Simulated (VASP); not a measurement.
A run of VASP 6.6.1:

File POSCAR:

```
Hf
1.0
    0.0000000000      2.0424000000      2.0424000000
    2.0424000000      0.0000000000      2.0424000000
    2.0424000000      2.0424000000      0.0000000000
Hf
1
Direct
    0.0000000000      0.0000000000      0.0000000000
```

Contents of INCAR.step1:

```
ALGO = Normal
EDIFF = 1E-4
ENCUT = 520
GGA = PE
ISMEAR = 0
LASPH = True
LCHARG = False
LREAL = False
LWAVE = True
NBANDS = 11
NELM = 60
PREC = Accurate
SIGMA = 0.15
```

File INCAR.step2:

```
ALGO = Normal
EDIFF = 1E-6
ENCUT = 520
ISIF = 2
ISMEAR = 0
ISTART = 1
LASPH = True
LCHARG = False
LMIXTAU = True
LREAL = False
LWAVE = False
METAGGA = R2SCAN
NBANDS = 11
NELM = 60
PREC = Accurate
SIGMA = 0.15
```

Contents of KPOINTS:

```
k-points
0
Gamma
  18 18 18
```

Potentials or basis: VASP PAW PBE potentials, release 64 (Hf_pv).

Run with:

```sh
$ cat potpaw_PBE.64/Hf_pv/POTCAR > POTCAR
$ cp INCAR.step1 INCAR
$ mpirun -np 1 vasp_std > vasp.out
$ cp INCAR.step2 INCAR
$ mpirun -np 1 vasp_std > vasp.out
```

Hardware: 1 thread of AMD EPYC 9R45 96-Core Processor (Zen 5), with other jobs on the host.

Question: How long does it take, and how much memory?

Answer: Wall time 91 s on 1 thread of AMD EPYC 9R45 96-Core Processor (Zen 5), on a shared host, peak memory 0.14 GiB. Counts: k points 195.
